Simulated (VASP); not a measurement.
Runs of VASP 6.6.1 on Al2Cu. The structure is that of space group P4/mmm (No. 123), or close to it. The cells are those of the table. 

```csv
task,level,potentials or basis,cell,cutoff (eV),gap on the mesh (eV),pressure (GPa),relaxed volume (Å³/atom)
single point,revPBE,"VASP PAW PBE potentials, release 64 (Cu, Al)","a = 4.150, b = 4.150, c = 2.898 Å, 3 atoms",520,none,0.1,-
relaxation of cell and atoms,RPBE,"VASP PAW PBE potentials, release 64 (Cu, Al)","relaxed from a = 4.105, b = 4.105, c = 2.891 Å, 3 atoms",600,none,0.0,16.76
single point,LDA,"VASP PAW LDA potentials, release 64 (Cu, Al)","a = 4.050, b = 4.050, c = 2.852 Å, 3 atoms",520,none,(a),-
single point,RPBE,"VASP PAW PBE potentials, release 64 (Cu, Al)","a = 4.158, b = 4.158, c = 2.905 Å, 3 atoms",520,none,0.1,-
relaxation of cell and atoms,PBEsol,"VASP PAW PBE potentials, release 64 (Cu, Al)","relaxed from a = 4.105, b = 4.105, c = 2.891 Å, 3 atoms",600,none,0.0,15.89
```

Alike in all rows: no spin polarisation; k mesh 7 × 7 × 9; smearing fermi-dirac 0.05 eV.

Task: Fill in the values left out.

Result: (a) -1.2.

Caveats: the PAW data sets were made with another functional, which shifts forces and pressure a little (some runs).

A gap of «none» marks levels without a gap at the run's occupations.
